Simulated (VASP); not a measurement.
# BeS in VASP: notebook

The runs below take BeS through single point, with PBEsol.

All numbers are computed with VASP 6.6.1; they aren't measurements. Logs are shortened: lines on timing, memory, paths and dates and some standing lists are left out, and cuts for length are marked.

## (1) The cell of the first run

Symmetry: I-4m2, No. 119, tetragonal system. Conventional cell: a = 3.455 Å, b = 3.455 Å, c = 4.798 Å, α = 90.00°, β = 90.00°, γ = 90.00°. Be (site symmetry -4m2) has 4 S at 2.10 Å within 2.8 Å. S (site symmetry -4m2) has 4 Be at 2.10 Å within 2.8 Å.

## (2) Single point, PBEsol (film at in-plane strain +0.01)

Contents of INCAR:

```
SYSTEM = BeS
PREC = Accurate ; ENCUT = 520
EDIFF = 1E-6 ; ISMEAR = 0
SIGMA = 0.01 ; LREAL = .FALSE.
LASPH = .TRUE. ; NELM = 60
ALGO = Normal ; ISIF = 2
LWAVE = .FALSE. ; LCHARG = .FALSE.
GGA = PS ; NBANDS = 11
```

Contents of KPOINTS:

```
regular mesh
0
G
  8 8 8
  0 0 0
```

Contents of POSCAR:

```
BeS
1.0
    2.4431541893      2.4431541893      0.0000000000
   -2.4431541893      2.4431541893      0.0000000000
    0.0000000000      2.4431541893      2.3991281814
Be S
1 1
Direct
    0.0000000000      0.0000000000      0.0000000000
    0.7500000000      0.2500000000      0.5000000000
```

Potentials or basis: VASP PAW PBE potentials, release 64 (Be, S).

Run with:

```console
> cat potpaw_PBE.64/Be/POTCAR potpaw_PBE.64/S/POTCAR > POTCAR
> mpirun -np 1 vasp_std > vasp.out
```

OUTCAR:

```text
SYSTEM = BeS
   PREC = Accurate
   ENCUT = 520
   EDIFF = 1E-6
   ISMEAR = 0
   LREAL = .FALSE.
   LASPH = .TRUE.
   NELM = 60
   ISIF = 2
   GGA = PS

 ion  position               nearest neighbor table
   1  0.000  0.000  0.000-   2 2.10   2 2.10   2 2.10   2 2.10
   2  0.750  0.250  0.500-   1 2.10   1 2.10   1 2.10   1 2.10

  LATTYP: Found a body centered tetragonal cell.
 ALAT       =     3.4551417895
 C/A-ratio  =     1.3887292201

  Lattice vectors:

 A1 = (   2.4431541893,   0.0000000000,  -2.3991281814)
 A2 = (  -2.4431541893,   0.0000000000,  -2.3991281814)
 A3 = (   0.0000000000,   2.4431541893,   2.3991281814)

Analysis of symmetry for initial positions (statically):
=====================================================================
 Subroutine PRICEL returns:
 Original cell was already a primitive cell.

 Routine SETGRP: Setting up the symmetry group for a
 body centered tetragonal supercell.

 Subroutine GETGRP returns: Found  8 space group operations
 (whereof  8 operations were pure point group operations)
 out of a pool of 16 trial point group operations.

The static configuration has the point symmetry D_2d.

Analysis of symmetry for dynamics (positions and initial velocities):
=====================================================================
 Subroutine PRICEL returns:
 Original cell was already a primitive cell.

 Routine SETGRP: Setting up the symmetry group for a
 body centered tetragonal supercell.

 Subroutine GETGRP returns: Found  8 space group operations
 (whereof  8 operations were pure point group operations)
 out of a pool of 16 trial point group operations.

The dynamic configuration has the point symmetry D_2d.

 Subroutine INISYM returns: Found  8 space group operations
 (whereof  8 operations are pure point group operations),
 and found     1 'primitive' translations

----------------------------------------------------------------------------------------

                                     Primitive cell

  volume of cell :      28.6408

  direct lattice vectors                    reciprocal lattice vectors
     2.443154189  2.443154189  0.000000000     0.204653477  0.204653477 -0.208409040
    -2.443154189  2.443154189  0.000000000    -0.204653477  0.204653477 -0.208409040
     0.000000000  2.443154189  2.399128181     0.000000000  0.000000000  0.416818079

  length of vectors
     3.455141789  3.455141789  3.424152220     0.356651678  0.356651678  0.416818079

  position of ions in fractional coordinates (direct lattice)
     0.000000000  0.000000000  0.000000000
     0.750000000  0.250000000  0.500000000

  ion indices of the primitive-cell ions
   primitive index   ion index
                 1           1
                 2           2

----------------------------------------------------------------------------------------

 KPOINTS: regular mesh

Automatic generation of k-mesh.
 Grid dimensions read from file:
 generate k-points for:    8    8    8

 Generating k-lattice:

  Cartesian coordinates                     Fractional coordinates (reciprocal lattice)
     0.025581685  0.025581685 -0.026051130     0.125000000  0.000000000 -0.000000000
    -0.025581685  0.025581685 -0.026051130     0.000000000  0.125000000 -0.000000000
     0.000000000  0.000000000  0.052102260     0.000000000  0.000000000  0.125000000

  Length of vectors
     0.044581460  0.044581460  0.052102260

  Shift w.r.t. Gamma in fractional coordinates (k-lattice)
     0.000000000  0.000000000  0.000000000

 Subroutine IBZKPT returns following result:
 ===========================================

 Found     59 irreducible k-points:

 Following reciprocal coordinates:
            Coordinates               Weight
  0.000000  0.000000  0.000000      1.000000
  0.125000  0.000000 -0.000000      8.000000
  0.250000  0.000000 -0.000000      8.000000
  0.375000  0.000000 -0.000000      8.000000
  0.500000  0.000000 -0.000000      4.000000
  0.125000  0.125000 -0.000000      8.000000
[... 16 lines left out ...]
  0.250000  0.000000  0.125000      4.000000
  0.375000  0.000000  0.125000      8.000000
 [... further k-points ...]
   k-points           NKPTS =     59   k-points in BZ     NKDIM =     59   number of bands    NBANDS=     11
   number of dos      NEDOS =    301   number of ions     NIONS =      2
   total plane-waves  NPLWV =  21952
   dimension x,y,z NGX =    28 NGY =   28 NGZ =   28
   dimension x,y,z NGXF=    56 NGYF=   56 NGZF=   56
   ions per type =               1   1
   NGX,Y,Z   is equivalent  to a cutoff of  13.47, 13.47, 13.59 a.u.
   NGXF,Y,Z  is equivalent  to a cutoff of  26.94, 26.94, 27.19 a.u.
 SYSTEM =  BeS
   PREC   = accura    normal or accurate (medium, high low for compatibility)
   ISTART =      0    job   : 0-new  1-cont  2-samecut
   ICHARG =      2    charge: 1-file 2-atom 10-const
   ISPIN  =      1    spin polarized calculation?
   LNONCOLLINEAR =      F non collinear calculations
   LSORBIT =      F    spin-orbit coupling
   LASPH  =      T    aspherical Exc in radial PAW
   ENCUT  =  520.0 eV  38.22 Ry    6.18 a.u.   6.42  6.42  6.37*2*pi/ulx,y,z
   NELM   =     60;   NELMIN=  2; NELMDL= -5     # of ELM steps
   EDIFF  = 0.1E-05   stopping-criterion for ELM
   LREAL  =      F    real-space projection
   EDIFFG = 0.1E-04   stopping-criterion for IOM
   NSW    =      0    number of steps for IOM
   IBRION =     -1    ionic relax: 0-MD 1-quasi-New 2-CG
   NFREE  =      0    steps in history (QN), initial steepest desc. (CG)
   ISIF   =      2    stress and relaxation
   ISYM   =      2    0-nonsym 1-usesym 2-fastsym
   POTIM  = 0.5000    time-step for ionic-motion
   TEBEG  =    0.0;   TEEND  =   0.0 temperature during run
   PSTRESS=    0.0 pullay stress
   NELECT =       8.0000    total number of electrons
   NUPDOWN=      -1.0000    fix difference up-down
   EMIN   =  10.00;   EMAX   =-10.00  energy-range for DOS
   EFERMI =   0.00;   METHOD = LEGACY
   ISMEAR =     0;   SIGMA  =   0.01  broadening in eV -4-tet -1-fermi 0-gaus
   EFERMI_NEDOS =   21; number of points for ismear=-14 and -15
   IALGO  =     38    algorithm
   IMIX   =      4    mixing-type and parameters
     AMIX     =   0.40;   BMIX     =  1.00
     AMIX_MAG =   1.60;   BMIX_MAG =  1.00
  volume/ion in A,a.u.               =      14.32        96.64
  Fermi-wavevector in a.u.,A,eV,Ry     =   1.070146  2.022283 15.581566  1.145213
  Thomas-Fermi vector in A             =   2.205847
   LORBIT       =      0    0 simple, 1 ext, 2 COOP (PROOUT), +10 PAW based schemes
   GGA     = PS    functional components
   LHFCALC =     F    Hartree Fock is set to
   AEXX    =    0.0000 exact exchange contribution
   IVDW    =     0    specifies the selected vdW correction
   LEPSILON=     F    determine dielectric tensor
   LRPA    =     F    only Hartree local field effects (RPA)
 non-spin polarized calculation
 Gauss-broadening in eV      SIGMA  =   0.01
  energy-cutoff  :      520.00
  volume of cell :       28.64
 maximum number of plane-waves:       783
 NGX is ok and might be reduce to    28
   NGX = 13   NGY = 13   NGZ = 13

 number of electron       7.9999999 magnetization

 Free energy of the ion-electron system (eV)
  ---------------------------------------------------
  ext. energy  EPLUGINS =         0.00000000
  ---------------------------------------------------
  free energy    TOTEN  =       -10.56155525 eV

  energy without entropy =      -10.56155525  energy(sigma->0) =      -10.56155525

 E-fermi :   4.2464     XC(G=0):  -9.8843

 val. band max:        4.1632862129   @ k =   0.0000   0.0000   0.0000
 cond. band min:       6.9471221629   @ k =   0.0000   0.0000   0.5000
 fundamental gap:      2.7838359500
 Fermi energy:         4.2463593406

 k-point     1 :       0.0000    0.0000    0.0000
  band No.  band energies     occupation
      1      -9.5878      2.00000
      2       4.0705      2.00000
      3       4.0705      2.00000
      4       4.1633      2.00000
      5       9.6999      0.00000
      6       9.7236      0.00000
      7       9.7236      0.00000
      8       9.7711      0.00000
      9      16.6865      0.00000
     10      17.0785      0.00000
     11      18.7462      0.00000

 k-point     2 :       0.1250    0.0000   -0.0000
  band No.  band energies     occupation
      1      -9.4096      2.00000
      2       2.8815      2.00000
      3       3.8600      2.00000
      4       3.9424      2.00000
      5       9.5849      0.00000
      6      10.0707      0.00000
      7      10.0763      0.00000
      8      11.1253      0.00000
      9      16.0078      0.00000
     10      16.3071      0.00000
     11      18.5718      0.00000

 k-point     3 :       0.2500    0.0000   -0.0000
  band No.  band energies     occupation
      1      -8.9181      2.00000
      2       0.7629      2.00000
      3       3.4417      2.00000
      4       3.5618      2.00000
      5       9.5295      0.00000
      6      10.5802      0.00000
      7      10.6471      0.00000
      8      13.2206      0.00000
      9      15.8529      0.00000
     10      15.9641      0.00000
     11      18.1216      0.00000
[... 267 lines left out ...]
 k-point    23 :       0.2500    0.0000    0.1250
  band No.  band energies     occupation
      1      -9.1314      2.00000
      2       1.8984      2.00000
      3       2.9822      2.00000
      4       3.8171      2.00000
      5      10.0239      0.00000
      6      10.2685      0.00000
      7      10.6097      0.00000
      8      12.1207      0.00000
      9      14.8625      0.00000
     10      16.4470      0.00000
     11      19.3335      0.00000

 k-point    24 :       0.3750    0.0000    0.1250
  band No.  band energies     occupation
      1      -8.5856      2.00000
      2       0.1847      2.00000
      3       2.3824      2.00000
      4       3.3950      2.00000
      5      10.0927      0.00000
      6      10.8175      0.00000
      7      11.0480      0.00000
      8      13.2185      0.00000
      9      14.9432      0.00000
     10      17.8392      0.00000
     11      19.0906      0.00000

 [... further k-points ...]

------------------------ aborting loop because EDIFF is reached ----------------------------------------

  FORCE on cell =-STRESS in cart. coord.  units (eV):
  Direction    XX          YY          ZZ          XY          YZ          ZX
  --------------------------------------------------------------------------------------
  -------------------------------------------------------------------------------------
  Total       -0.2686273     -0.2686273      0.0265632      0.0000000     -0.0000000      0.0000000
  in kB      -15.0271100    -15.0271100      1.4859575      0.0000000     -0.0000000      0.0000000
  external PRESSURE =      -9.5227542 kB  Pullay stress =       0.0000000 kB

 VOLUME and BASIS-vectors are now :
 -----------------------------------------------------------------------------
  energy-cutoff  :      520.00
  volume of cell :       28.64
      direct lattice vectors                 reciprocal lattice vectors
     2.443154189  2.443154189  0.000000000     0.204653477  0.204653477 -0.208409040
    -2.443154189  2.443154189  0.000000000    -0.204653477  0.204653477 -0.208409040
     0.000000000  2.443154189  2.399128181     0.000000000  0.000000000  0.416818079

 POSITION                                       TOTAL-FORCE (eV/Angst)
 -----------------------------------------------------------------------------------
      0.00000      0.00000      0.00000         0.000000     -0.000000      0.000000
      1.22158      3.66473      1.19956        -0.000000      0.000000      0.000000
 -----------------------------------------------------------------------------------
    total drift:                               -0.000000      0.000000     -0.000000

  FREE ENERGIE OF THE ION-ELECTRON SYSTEM (eV)
  ---------------------------------------------------
  free  energy   TOTEN  =       -10.5615552527 eV

  energy  without entropy=      -10.5615552527  energy(sigma->0) =      -10.56155525
```

Run time: 20 s. Hardware: 1 thread of Intel Xeon Platinum 8259CL at 2.50GHz (Skylake/Cascade Lake), shared host; peak memory 0.16 GiB.

What came out:

| Item | Value |
| --- | --- |
| Free energy | -10.5616 eV |
| Pressure | -1.0 GPa |
| Band gap on the k mesh | 2.78 eV (least direct gap 5.54 eV) |

Stress tensor (GPa, compression positive):
```
-1.50  0.00  0.00
 0.00 -1.50  0.00
 0.00  0.00  0.15
```

Caveat: the cell differs from its parent crystal (film at in-plane strain +0.01); the PAW data sets were made with another functional, which shifts forces and pressure a little. A k mesh can miss the band edges.

## (3) Single point, PBEsol (in-plane strain +0.01)

Contents of INCAR:

```
PREC = Accurate
ENCUT = 520
EDIFF = 1E-6
ISMEAR = 0
SIGMA = 0.01
LREAL = False
LASPH = True
NELM = 100
ALGO = Normal
ISIF = 2
LWAVE = False
LCHARG = False
GGA = PS
NBANDS = 11
```

Contents of KPOINTS:

```
regular mesh
0
Gamma
  8 8 8
```

Edit POSCAR of step 2 so:

```diff
@@ -4,3 +4,3 @@
    -2.4431541893      2.4431541893      0.0000000000
-    0.0000000000      2.4431541893      2.3991281814
+    0.0000000000      2.4431541893      2.4044507566
 Be S
```

Potentials or basis: VASP PAW PBE potentials, release 64 (Be, S).

Run with:

```console
> cat potpaw_PBE.64/Be/POTCAR potpaw_PBE.64/S/POTCAR > POTCAR
> mpirun -np 1 vasp_std > vasp.out
```

Run time: 22 s. Hardware: 1 thread of Intel Xeon Platinum 8259CL at 2.50GHz (Skylake/Cascade Lake), shared host; peak memory 0.16 GiB.

The run converged. Its results:

```yaml
Free_energy: -10.5616 eV
Pressure: -1.2 GPa
Band_gap_on_the_k_mesh: 2.81 eV (least direct gap 5.55 eV)
```

Stress tensor (GPa, compression positive):
```
-1.64  0.00  0.00
 0.00 -1.64  0.00
 0.00  0.00 -0.19
```

Levels at points of the mesh, in eV from the valence-band top:
```
           k point  band 1  band 2  band 3  band 4  band 5  band 6  band 7  band 8  band 9
(0.00, 0.00, 0.00)  -13.73   -0.08   -0.08    0.00    5.55    5.57    5.57    5.60   12.55
(0.50, 0.00, 0.00)  -12.11   -5.88   -1.16   -1.02    5.28    6.36    6.52   10.90   14.70
(0.50, 0.50, 0.00)  -11.59   -5.13   -2.67   -2.65    2.93    4.81   12.60   12.66   15.19
(0.00, 0.00, 0.50)  -11.52   -5.02   -2.79   -2.79    2.81    4.66   12.64   12.64   15.39
```

Caveat: the cell differs from its parent crystal (in-plane strain +0.01); the PAW data sets were made with another functional, which shifts forces and pressure a little. A k mesh can miss the band edges.

## (4) Single point, PBEsol (in-plane strain +0.02)

Contents of INCAR:

```
SYSTEM = BeS
PREC = Accurate
ENCUT = 520
EDIFF = 1E-6
ISMEAR = 0
SIGMA = 0.01
LREAL = .FALSE.
LASPH = .TRUE.
NELM = 100
ALGO = Normal
ISIF = 2
LWAVE = .FALSE.
LCHARG = .FALSE.
GGA = PS
NBANDS = 11
```

Contents of KPOINTS:

```
Automatic mesh
0
G
  8 8 8
  0 0 0
```

Contents of POSCAR:

```
BeS
1.0
    2.4673438347      2.4673438347      0.0000000000
   -2.4673438347      2.4673438347      0.0000000000
    0.0000000000      2.4673438347      2.3899369693
Be S
1 1
Direct
    0.0000000000      0.0000000000      0.0000000000
    0.7500000000      0.2500000000      0.5000000000
```

Run with:

```console
> cat potpaw_PBE.64/Be/POTCAR potpaw_PBE.64/S/POTCAR > POTCAR
> mpirun -np 1 vasp_std > vasp.out
```

It took 17 s on 1 thread of Intel Xeon Platinum 8259CL at 2.50GHz (Skylake/Cascade Lake), shared host; peak memory 0.15 GiB.

The run converged. Its results:

- Free energy: -10.5532 eV
- Pressure: -2.4 GPa
- Band gap on the k mesh: 2.71 eV (least direct gap 5.43 eV)

Stress tensor (GPa, compression positive):
```
-3.33  0.00  0.00
 0.00 -3.33  0.00
 0.00  0.00 -0.53
```

Levels at points of the mesh, in eV from the valence-band top:
| k point | band 1 | band 2 | band 3 | band 4 | band 5 | band 6 | band 7 | band 8 |
| --- | --- | --- | --- | --- | --- | --- | --- | --- |
| (0.00, 0.00, 0.00) | -13.69 | -0.16 | -0.16 | 0.00 | 5.43 | 5.49 | 5.54 | 5.54 |
| (0.50, 0.00, 0.00) | -12.11 | -5.84 | -1.26 | -0.98 | 5.14 | 6.24 | 6.59 | 10.79 |
| (0.50, 0.50, 0.00) | -11.62 | -5.14 | -2.65 | -2.60 | 2.95 | 4.83 | 12.38 | 12.48 |
| (0.00, 0.00, 0.50) | -11.48 | -4.92 | -2.87 | -2.87 | 2.71 | 4.52 | 12.48 | 12.48 |

Caveat: the cell differs from its parent crystal (in-plane strain +0.02); the PAW data sets were made with another functional, which shifts forces and pressure a little.

## (5) Single point, PBEsol

This run uses another cell than the first one, of 14.15 Å³/atom.

Contents of INCAR:

```
SYSTEM = BeS
  ALGO = Normal
  EDIFF = 1E-6
  ENCUT = 520
  GGA = PS
  ISIF = 2
  ISMEAR = -1
  LASPH = .True.
  LCHARG = .False.
  LREAL = .False.
  LWAVE = .False.
  NBANDS = 11
  NELM = 60
  PREC = Accurate
  SIGMA = 0.1
```

Contents of KPOINTS:

```
k-points
0
Gamma
  12 12 12
  0 0 0
```

Contents of POSCAR:

```
BeS
1.0
    2.4189645438      2.4189645438      0.0000000000
   -2.4189645438      2.4189645438      0.0000000000
    0.0000000000      2.4189645438      2.4189645438
Be S
1 1
Direct
    0.0000000000      0.0000000000      0.0000000000
    0.7500000000      0.2500000000      0.5000000000
```

Run with:

```console
> cat potpaw_PBE.64/Be/POTCAR potpaw_PBE.64/S/POTCAR > POTCAR
> mpirun -np 1 vasp_std > vasp.out
```

Run time: 31 s. Hardware: 1 thread of Intel Xeon Platinum 8259CL at 2.50GHz (Skylake/Cascade Lake), shared host; peak memory 0.16 GiB.

Results (log left out):

```yaml
Free_energy: -10.5643 eV
Pressure: 0.2 GPa
Band_gap_on_the_k_mesh: 2.91 eV (least direct gap 5.61 eV)
```

Levels at points of the mesh, in eV from the valence-band top:
```csv
k point,band 2,band 3,band 4,band 5,band 6,band 7
"(0.00, 0.00, 0.00)",0.00,0.00,0.00,5.61,5.61,5.61
"(0.50, 0.00, 0.00)",-5.91,-1.05,-1.05,5.41,6.48,6.48
"(0.50, 0.50, 0.00)",-5.11,-2.70,-2.70,2.91,4.81,12.81
```

Caveat: the PAW data sets were made with another functional, which shifts forces and pressure a little.

## (6) The runs side by side

| cell | k mesh | smearing | gap on the mesh (eV) | pressure (GPa) |
| --- | --- | --- | --- | --- |
| a = 3.455, b = 3.455, c = 3.424 Å, angles 59.7, 59.7, 90.0°, 2 atoms | 8 × 8 × 8 | gaussian 0.01 eV | 2.78 | -1.0 |
| a = 3.455, b = 3.455, c = 3.428 Å, angles 59.7, 59.7, 90.0°, 2 atoms | 8 × 8 × 8 | gaussian 0.01 eV | 2.81 | -1.2 |
| a = 3.489, b = 3.489, c = 3.435 Å, angles 59.5, 59.5, 90.0°, 2 atoms | 8 × 8 × 8 | gaussian 0.01 eV | 2.71 | -2.4 |
| a = 3.421 Å, angles 60.0, 60.0, 90.0°, 2 atoms | 12 × 12 × 12 | fermi-dirac 0.1 eV | 2.91 | 0.2 |

Alike in all rows: task single point; level PBEsol; potentials or basis VASP PAW PBE potentials, release 64 (Be, S); no spin polarisation; cutoff (eV) 520.

Caveats: the PAW data sets were made with another functional, which shifts forces and pressure a little.

Total energies depend on the potentials used, so only differences within one code and one set of settings carry meaning.
